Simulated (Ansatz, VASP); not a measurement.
**One calculation of PbO, two programs**

INCAR

```
SYSTEM = PbO
PREC     = Accurate       ! precision mode
ENCUT    = 600            ! plane-wave cutoff, eV
EDIFF    = 1E-6           ! SCF threshold, eV
ISMEAR   = -1             ! smearing method
SIGMA    = 0.05           ! smearing width, eV
LREAL    = .False.        ! projectors in reciprocal space
LASPH    = .True.         ! aspherical terms in the spheres
NELM     = 120            ! most SCF steps
ALGO     = Normal         ! electronic algorithm
ISIF     = 2              ! what is computed and relaxed
LWAVE    = .False.        ! write WAVECAR
LCHARG   = .True.         ! write CHGCAR
GGA      = PE             ! functional
LELF     = .True.         ! ELF
LVHAR    = .True.       
NBANDS   = 17             ! bands
GGA_COMPAT= .False.
```

The input KPOINTS:

```
regular mesh
0
Gamma
  3 3 3
  0 0 0
```

File POSCAR:

```
PbO
1.0
    0.0000000000      2.5000000000      2.5000000000
    2.5000000000      0.0000000000      2.5000000000
    2.5000000000      2.5000000000      0.0000000000
Pb O
1 1
Direct
    0.0000000000      0.0000000000      0.0000000000
    0.4000000000      0.4000000000     -0.4000000000
```

Input for Ansatz:

```yaml
crystal:
  atoms:
  - position: [0.0, 0.0, 0.0]
    symbol: Pb
  - position: [0.4, 0.4, -0.4]
    symbol: O
  lattice:
  - [0.0, 2.5, 2.5]
  - [2.5, 0.0, 2.5]
  - [2.5, 2.5, 0.0]
hamiltonian:
  dispersion: none
  pseudopotentials:
    kind: all_electron
    lapw: {}
    relativity: scalar
  xc: pbe
kpoints:
  mp_grid:
    grid: [3, 3, 3]
    shift: [0, 0, 0]
magnetization: {spin_polarized: false}
output: {forces: true, stress: true}
scf:
  occupations: {method: fermi_dirac, width: 0.05}
```

Alike in both runs: task single point; functional PBE; k mesh 3 × 3 × 3; occupations fermi-dirac, width 0.05 eV; no spin polarisation.

```csv
,VASP,Ansatz
version,VASP 6.6.1,Ansatz 0.2 development build
potentials or method,"VASP PAW PBE potentials, release 64 (Pb_d, O), cutoff 600 eV","all-electron full-potential LAPW, scalar-relativistic"
```

|  | VASP | Ansatz | Ansatz less VASP |
| --- | --- | --- | --- |
| rms of the force components (eV/Å) | 2.086 | 2.057 | -0.0288 |

Atom by atom the forces differ by 0.029 eV/Å (rms over components). Ansatz ran all-electron here, and VASP with PAW potentials.

The k mesh is coarse, so the values compare programs but aren't converged. Neither program's run includes spin-orbit coupling.
